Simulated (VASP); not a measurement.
A run of VASP 6.6.1 is set up as follows.

INCAR

```
PREC = Accurate ; ENCUT = 520
EDIFF = 1E-6 ; ISMEAR = 0
SIGMA = 0.01 ; LREAL = False
LASPH = True ; NELM = 80
ALGO = Normal ; ISIF = 2
LWAVE = False ; LCHARG = False
GGA = PE ; NBANDS = 31
```

KPOINTS

```
Automatic mesh
0
Gamma
  4 4 4
```

Contents of POSCAR:

```
TlZnBr3
1.0
    5.2160087367      0.0000000000      0.0000000000
    0.0000000000      5.2160087367      0.0000000000
    0.0000000000      0.0000000000      5.2160087367
Tl Zn Br
1 1 3
Direct
    0.0000000000      0.0000000000      0.0000000000
    0.5000000000      0.5000000000      0.5000000000
    0.5000000000      0.5000000000      0.0000000000
    0.5000000000      0.0000000000      0.5000000000
    0.0000000000      0.5000000000      0.5000000000
```

Potentials or basis: VASP PAW PBE potentials, release 64 (Tl_d, Zn, Br).

The run is started by

```sh
$ cat potpaw_PBE.64/Tl_d/POTCAR potpaw_PBE.64/Zn/POTCAR potpaw_PBE.64/Br/POTCAR > POTCAR
$ mpirun -np 1 vasp_std > vasp.out
```

**Question.** Predict the pressure.

**Answer.** 1.0 GPa.

**Question.** Estimate the band gap on the k mesh.

**Answer.** 0.27 eV, indirect (least direct gap 0.96 eV).

Caveat: spin-orbit coupling is left out, which moves the levels of the heavy elements. A k mesh can miss the band edges.
